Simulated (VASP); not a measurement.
Wanted: the native input for a VASP 6.6.1 run.

| Item | Value |
| --- | --- |
| Task | single point |
| Functional | PBE |
| Potentials or basis | VASP PAW PBE potentials, release 64 (B) |
| Cutoff | 520 eV |
| k mesh | 20 × 20 × 8 |
| Occupations | gaussian, width 0.1 eV |
| Spin | no spin polarisation |
| Dipole correction | no |
| Further INCAR settings | ALGO = Normal; EDIFF = 1e-06; NBANDS = 14 |

The structure of B lies in POSCAR:

```
B
1.0
    1.4625404213     -1.7280957791      0.0000000000
    1.4625404213      1.7280957791      0.0000000000
    0.0000000000      0.0000000000      5.4670400292
B
4
Direct
    0.2055292469      0.7944707531      0.0957233041
    0.7944707531      0.2055292469      0.5957233041
    0.2055292469      0.7944707531      0.4042766959
    0.7944707531      0.2055292469      0.9042766959
```

The cell was built from a structure type or drawn by symmetry, and may not be a known phase.

The input as run:

INCAR

```
PREC     = Accurate       # precision mode
ENCUT    = 520            # plane-wave cutoff, eV
EDIFF    = 1E-6           # SCF threshold, eV
ISMEAR   = 0              # smearing method
SIGMA    = 0.1            # smearing width, eV
LREAL    = False          # projectors in reciprocal space
LASPH    = True           # aspherical terms in the spheres
NELM     = 80             # most SCF steps
ALGO     = Normal         # electronic algorithm
ISIF     = 2              # what is computed and relaxed
LWAVE    = False          # write WAVECAR
LCHARG   = True           # write CHGCAR
GGA      = PE             # functional
LELF     = True           # ELF
LVHAR    = True         
NBANDS   = 14             # bands
```

KPOINTS

```
Automatic mesh
0
Gamma
  20 20 8
```

Potentials or basis: VASP PAW PBE potentials, release 64 (B).

Run with:

```sh
$ cat potpaw_PBE.64/B/POTCAR > POTCAR
$ mpirun -np 1 vasp_std > vasp.out
```

It gave:

The pressure is 0.0 GPa. The largest force is 0.003 eV/Å. The band gap on the k mesh is zero (bands 6 and 7 overlap by 7.52 eV).

Wall time 72 s on 1 thread of Intel(R) Xeon(R) Platinum 8559C (Emerald Rapids), with other jobs on the host, peak memory 0.26 GiB.
